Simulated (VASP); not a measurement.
Runs of VASP 6.6.1 on ZnSe7. The structure is that of space group Pm-3m (No. 221), or close to it. The cells are those of the table. The cell was generated, and may not be a known phase.

```tsv
task	cell	k mesh	cutoff (eV)	smearing	gap on the mesh (eV)	pressure (GPa)	relaxed volume (Å³/atom)
relaxation of cell and atoms	relaxed from a = 6.366 Å, 8 atoms	3 × 3 × 3	600	gaussian 0.2 eV	none	0.2	21.93
single point	a = 5.592 Å, 8 atoms	6 × 6 × 6	520	gaussian 0.1 eV	none	0.0	-
relaxation of cell and atoms	relaxed from a = 5.615 Å, 8 atoms	6 × 6 × 6	600	gaussian 0.1 eV	-	0.0	21.87
single point	a = 5.615 Å, 8 atoms	3 × 3 × 3	520	gaussian 0.2 eV	none	(a)	-
```

Alike in all rows: level PBE; potentials or basis VASP PAW PBE potentials, release 64 (Zn, Se); no spin polarisation.

**Question.** Estimate the missing entries.

**Answer.** (a) -0.3.

Caveats: some runs use coarse meshes; the highest band is partly filled, so the run has too few bands (at least some runs); the volume moved by over 15 % at a fixed basis, so the end points are rough (at least some runs).

A k mesh can miss the band edges, and the runs leave out spin-orbit coupling on Se.

A gap of «none» marks levels without a gap at the run's occupations.
